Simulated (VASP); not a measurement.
# Sn (Immm) in VASP: relaxation of cell and atoms with LDA

Aim: the relaxation of cell and atoms of Sn with LDA.

Program: VASP 6.6.1. These are calculated values, not measurements. Logs are shortened: lines on timing, memory, paths and dates and some standing lists are left out, and cuts for length are marked.

## (1) The cell of the first run

Symmetry: Immm, No. 71, orthorhombic system. The conventional cell has a = 3.453 Å, b = 3.551 Å, c = 4.677 Å, α = 90.00°, β = 90.00°, γ = 90.00°. Sn (site symmetry mmm) has 14 Sn at 3.41 to 4.68 Å within 4.7 Å.

## (2) Relaxation of cell and atoms, LDA

INCAR reads:

```
SYSTEM = Sn
ALGO = Normal
EDIFF = 1E-7
EDIFFG = -0.01
ENCUT = 500
GGA_COMPAT = .False.
IBRION = 2
ISIF = 3
ISMEAR = -1
LASPH = .True.
LCHARG = .False.
LREAL = .False.
LWAVE = .False.
NELM = 120
NELMIN = 4
NSW = 80
PREC = Accurate
SIGMA = 0.15
```

KPOINTS reads:

```
k-points
0
Gamma
  17 17 17
  0 0 0
```

POSCAR reads:

```
Sn
1.0
   -1.7265400000      1.7755500000      2.3383400000
    1.7265400000     -1.7755500000      2.3383400000
    1.7265400000      1.7755500000     -2.3383400000
Sn
1
Direct
    0.0000000000      0.0000000000      0.0000000000
```

Potentials or basis: VASP PAW LDA potentials, release 64 (Sn_d).

On the command line:

```sh
cat potpaw_LDA.64/Sn_d/POTCAR > POTCAR
mpirun -np 1 vasp_std > vasp.out
```

OUTCAR:

```text
SYSTEM = Sn
   EDIFF = 1E-7
   EDIFFG = -0.01
   ENCUT = 500
   IBRION = 2
   ISIF = 3
   ISMEAR = -1
   LASPH = .True.
   LREAL = .False.
   NELM = 120
   NELMIN = 4
   NSW = 80
   PREC = Accurate

 ion  position               nearest neighbor table
   1  0.000  0.000  0.000-

  LATTYP: Found a body centered orthorhombic cell.
 ALAT       =     3.4530800000
 B/A-ratio  =     1.0283862523
 C/A-ratio  =     1.3543503191

  Lattice vectors:

 A1 = (  -1.7265400000,   1.7755500000,   2.3383400000)
 A2 = (   1.7265400000,  -1.7755500000,   2.3383400000)
 A3 = (   1.7265400000,   1.7755500000,  -2.3383400000)

Analysis of symmetry for initial positions (statically):
=====================================================================
 Subroutine PRICEL returns:
 Original cell was already a primitive cell.

 Routine SETGRP: Setting up the symmetry group for a
 body centered orthorhombic supercell.

 Subroutine GETGRP returns: Found  8 space group operations
 (whereof  8 operations were pure point group operations)
 out of a pool of  8 trial point group operations.

The static configuration has the point symmetry D_2h.

Analysis of symmetry for dynamics (positions and initial velocities):
=====================================================================
 Subroutine PRICEL returns:
 Original cell was already a primitive cell.

 Routine SETGRP: Setting up the symmetry group for a
 body centered orthorhombic supercell.

 Subroutine GETGRP returns: Found  8 space group operations
 (whereof  8 operations were pure point group operations)
 out of a pool of  8 trial point group operations.

The dynamic configuration has the point symmetry D_2h.

 Subroutine INISYM returns: Found  8 space group operations
 (whereof  8 operations are pure point group operations),
 and found     1 'primitive' translations

----------------------------------------------------------------------------------------

                                     Primitive cell

  volume of cell :      28.6733

  direct lattice vectors                    reciprocal lattice vectors
    -1.726540000  1.775550000  2.338340000     0.000000000  0.281602884  0.213826903
     1.726540000 -1.775550000  2.338340000     0.289596534  0.000000000  0.213826903
     1.726540000  1.775550000 -2.338340000     0.289596534  0.281602884  0.000000000

  length of vectors
     3.406075767  3.406075767  3.406075767     0.353584684  0.359983468  0.403938531

  position of ions in fractional coordinates (direct lattice)
     0.000000000  0.000000000  0.000000000

  ion indices of the primitive-cell ions
   primitive index   ion index
                 1           1

----------------------------------------------------------------------------------------

 KPOINTS: k-points

Automatic generation of k-mesh.
 Grid dimensions read from file:
 generate k-points for:   17   17   17

 Generating k-lattice:

  Cartesian coordinates                     Fractional coordinates (reciprocal lattice)
     0.000000000  0.016564876  0.012578053     0.058823529  0.000000000  0.000000000
     0.017035090  0.000000000  0.012578053    -0.000000000  0.058823529  0.000000000
     0.017035090  0.016564876  0.000000000    -0.000000000  0.000000000  0.058823529

  Length of vectors
     0.020799099  0.021175498  0.023761090

  Shift w.r.t. Gamma in fractional coordinates (k-lattice)
     0.000000000  0.000000000  0.000000000

 Subroutine IBZKPT returns following result:
 ===========================================

 Found    729 irreducible k-points:

 Following reciprocal coordinates:
            Coordinates               Weight
  0.000000  0.000000  0.000000      1.000000
  0.058824  0.000000 -0.000000      4.000000
  0.117647 -0.000000  0.000000      4.000000
  0.176471 -0.000000  0.000000      4.000000
  0.235294 -0.000000  0.000000      4.000000
  0.294118  0.000000  0.000000      4.000000
[... 16 lines left out ...]
 -0.235294  0.058824 -0.000000      8.000000
 -0.176471  0.058824 -0.000000      8.000000
 [... further k-points ...]
   k-points           NKPTS =    729   k-points in BZ     NKDIM =    729   number of bands    NBANDS=     11
   number of dos      NEDOS =    301   number of ions     NIONS =      1
   total plane-waves  NPLWV =  21952
   dimension x,y,z NGX =    28 NGY =   28 NGZ =   28
   dimension x,y,z NGXF=    56 NGYF=   56 NGZF=   56
   ions per type =               1
   NGX,Y,Z   is equivalent  to a cutoff of  13.67, 13.67, 13.67 a.u.
   NGXF,Y,Z  is equivalent  to a cutoff of  27.33, 27.33, 27.33 a.u.
 SYSTEM =  Sn
   PREC   = accura    normal or accurate (medium, high low for compatibility)
   ISTART =      0    job   : 0-new  1-cont  2-samecut
   ICHARG =      2    charge: 1-file 2-atom 10-const
   ISPIN  =      1    spin polarized calculation?
   LNONCOLLINEAR =      F non collinear calculations
   LSORBIT =      F    spin-orbit coupling
   LASPH  =      T    aspherical Exc in radial PAW
   ENCUT  =  500.0 eV  36.75 Ry    6.06 a.u.   6.21  6.21  6.21*2*pi/ulx,y,z
   NELM   =    120;   NELMIN=  4; NELMDL= -5     # of ELM steps
   EDIFF  = 0.1E-06   stopping-criterion for ELM
   LREAL  =      F    real-space projection
   EDIFFG = -.1E-01   stopping-criterion for IOM
   NSW    =     80    number of steps for IOM
   IBRION =      2    ionic relax: 0-MD 1-quasi-New 2-CG
   NFREE  =      1    steps in history (QN), initial steepest desc. (CG)
   ISIF   =      3    stress and relaxation
   ISYM   =      2    0-nonsym 1-usesym 2-fastsym
   POTIM  = 0.5000    time-step for ionic-motion
   TEBEG  =    0.0;   TEEND  =   0.0 temperature during run
   PSTRESS=    0.0 pullay stress
   NELECT =      14.0000    total number of electrons
   NUPDOWN=      -1.0000    fix difference up-down
   EMIN   =  10.00;   EMAX   =-10.00  energy-range for DOS
   EFERMI =   0.00;   METHOD = LEGACY
   ISMEAR =    -1;   SIGMA  =   0.15  broadening in eV -4-tet -1-fermi 0-gaus
   EFERMI_NEDOS =   21; number of points for ismear=-14 and -15
   IALGO  =     38    algorithm
   IMIX   =      4    mixing-type and parameters
     AMIX     =   0.40;   BMIX     =  1.00
     AMIX_MAG =   1.60;   BMIX_MAG =  1.00
  volume/ion in A,a.u.               =      28.67       193.50
  Fermi-wavevector in a.u.,A,eV,Ry     =   1.289115  2.436075 22.610411  1.661818
  Thomas-Fermi vector in A             =   2.421028
   LORBIT       =      0    0 simple, 1 ext, 2 COOP (PROOUT), +10 PAW based schemes
   GGA     = CA    functional components
   LHFCALC =     F    Hartree Fock is set to
   AEXX    =    0.0000 exact exchange contribution
   IVDW    =     0    specifies the selected vdW correction
   LEPSILON=     F    determine dielectric tensor
   LRPA    =     F    only Hartree local field effects (RPA)
 conjugate gradient relaxation of ions
 non-spin polarized calculation
  energy-cutoff  :      500.00
  volume of cell :       28.67
 maximum number of plane-waves:       744
 NGX is ok and might be reduce to    28
   NGX = 13   NGY = 13   NGZ = 13

--------------------------------------- Ionic step        1  -------------------------------------------

 number of electron      13.9999998 magnetization

 Free energy of the ion-electron system (eV)
  ---------------------------------------------------
  ext. energy  EPLUGINS =         0.00000000
  ---------------------------------------------------
  free energy    TOTEN  =        -4.41624548 eV

  energy without entropy =       -4.37537225  energy(sigma->0) =       -4.39580887

------------------------ aborting loop because EDIFF is reached ----------------------------------------

  FORCE on cell =-STRESS in cart. coord.  units (eV):
  Direction    XX          YY          ZZ          XY          YZ          ZX
  --------------------------------------------------------------------------------------
  -------------------------------------------------------------------------------------
  Total       -0.8237334     -0.9001643     -0.8404703     -0.0000000      0.0000000      0.0000000
  in kB      -46.0277845    -50.2985131    -46.9629894     -0.0000000      0.0000000      0.0000000
  external PRESSURE =     -47.7630957 kB  Pullay stress =       0.0000000 kB
[... 86 lines left out ...]
  FREE ENERGIE OF THE ION-ELECTRON SYSTEM (eV)
  ---------------------------------------------------
  free  energy   TOTEN  =        -4.4628303396 eV

  energy  without entropy=       -4.4256249109  energy(sigma->0) =       -4.44422763

[... ionic steps 4 to 12 ...]

--------------------------------------- Ionic step       13  -------------------------------------------

 number of electron      13.9999999 magnetization

------------------------ aborting loop because EDIFF is reached ----------------------------------------

  FORCE on cell =-STRESS in cart. coord.  units (eV):
  Direction    XX          YY          ZZ          XY          YZ          ZX
  --------------------------------------------------------------------------------------
  -------------------------------------------------------------------------------------
  Total       -0.0113178     -0.0087333      0.0058317     -0.0000000     -0.0000000      0.0000000
  in kB       -0.7012369     -0.5411003      0.3613218     -0.0000000     -0.0000000      0.0000000
  external PRESSURE =      -0.2936718 kB  Pullay stress =       0.0000000 kB
[... 55 lines left out ...]
  energy  without entropy=       -4.4279061451  energy(sigma->0) =       -4.44590350

--------------------------------------- Ionic step       15  -------------------------------------------

 number of electron      14.0000000 magnetization

 Free energy of the ion-electron system (eV)
  ---------------------------------------------------
  ext. energy  EPLUGINS =         0.00000000
  ---------------------------------------------------
  free energy    TOTEN  =        -4.46392679 eV

  energy without entropy =       -4.42795249  energy(sigma->0) =       -4.44593964

 E-fermi :   8.4995     XC(G=0): -10.8350

 val. band max:        8.4773354729   @ k =  -0.3529  -0.3529   0.1765
 cond. band min:       8.5100594717   @ k =   0.1765   0.1765   0.1765
 fundamental gap:      0.0327239988
 Fermi energy:         8.4995026392

 k-point     1 :       0.0000    0.0000    0.0000
  band No.  band energies     occupation
      1     -13.0066      2.00000
      2     -13.0063      2.00000
      3     -13.0024      2.00000
      4     -12.9143      2.00000
      5     -12.9094      2.00000
      6      -3.0426      2.00000
      7      16.4700      0.00000
      8      16.4749      0.00000
      9      16.4856      0.00000
     10      19.2505      0.00000
     11      20.7024      0.00000
[... 309 lines left out ...]
 k-point    24 :      -0.1765    0.0588   -0.0000
  band No.  band energies     occupation
      1     -13.0111      2.00000
      2     -12.9818      2.00000
      3     -12.9777      2.00000
      4     -12.9201      2.00000
      5     -12.8985      2.00000
      6      -2.4493      2.00000
      7      12.5966      0.00000
      8      15.0349      0.00000
      9      15.8418      0.00000
     10      18.4994      0.00000
     11      20.7935      0.00000

 [... further k-points ...]
[... 5 lines left out ...]
  --------------------------------------------------------------------------------------
  -------------------------------------------------------------------------------------
  Total       -0.0096551     -0.0047765     -0.0034391      0.0000000     -0.0000000      0.0000000
  in kB       -0.5978793     -0.2957806     -0.2129615      0.0000000     -0.0000000      0.0000000
  external PRESSURE =      -0.3688738 kB  Pullay stress =       0.0000000 kB
[... 16 lines left out ...]
  FREE ENERGIE OF THE ION-ELECTRON SYSTEM (eV)
  ---------------------------------------------------
  free  energy   TOTEN  =        -4.4639267880 eV

  energy  without entropy=       -4.4279524869  energy(sigma->0) =       -4.44593964

 reached required accuracy - stopping structural energy minimisation
```

Wall time 21 min (1 thread of Intel Xeon Platinum 8488C (Sapphire Rapids), shared host); peak memory 0.36 GiB.

What came out:

* Free energy: -4.4639 eV
* Relaxed volume: 25.87 Å³/atom
* Relaxed cell: a = 3.317 Å, b = 3.317 Å, c = 3.317 Å, α = 119.80°, β = 119.83°, γ = 90.32°
* Space group after relaxing (to 0.1 Å): Fm-3m (No. 225)
* Energy gained by relaxing: 47.7 meV/atom
* Ionic steps: 15
* Pressure after relaxing: 0.0 GPa
* Band gap on the k mesh: zero (bands 7 and 8 overlap by 10.05 eV)

Step by step:
```csv
step,energy change (eV),largest force (eV/Å),pressure (GPa),volume (Å³)
1,0.0000,0.0000,-4.78,28.67
2,-0.0441,0.0000,1.43,25.27
3,-0.0466,0.0000,0.02,25.85
4,-0.0466,0.0000,-0.11,25.90
5,-0.0467,0.0000,-0.11,25.90
6,-0.0471,0.0000,-0.10,25.89
7,-0.0470,0.0000,-0.03,25.87
8,-0.0472,0.0000,-0.09,25.88
9,-0.0472,0.0000,0.18,25.78
10,-0.0472,0.0000,0.04,25.83
11,-0.0472,0.0000,0.04,25.83
12,-0.0474,0.0000,0.02,25.84
13,-0.0476,0.0000,-0.03,25.86
14,-0.0477,0.0000,-0.08,25.88
15,-0.0477,0.0000,-0.04,25.87
```

Final structure:
```yaml
crystal:
  lattice:
    - [-1.66336, 1.66263, 2.33891]
    - [1.66336, -1.66263, 2.33891]
    - [1.66336, 1.66263, -2.33891]
  atoms:
    - { symbol: Sn, position: [0.00000, 0.00000, 0.00000] }
```

Levels at points of the mesh, in eV from the Fermi level:
| k point | band 5 | band 6 | band 7 | band 8 | band 9 | band 10 |
| --- | --- | --- | --- | --- | --- | --- |
| (0.00, 0.00, 0.00) | -21.41 | -11.54 | 7.97 | 7.98 | 7.99 | 10.75 |

Caveat: spin-orbit coupling is left out, which moves the levels of the heavy elements.

The gap in the log of VASP goes by the Fermi energy; the results here count the filled bands.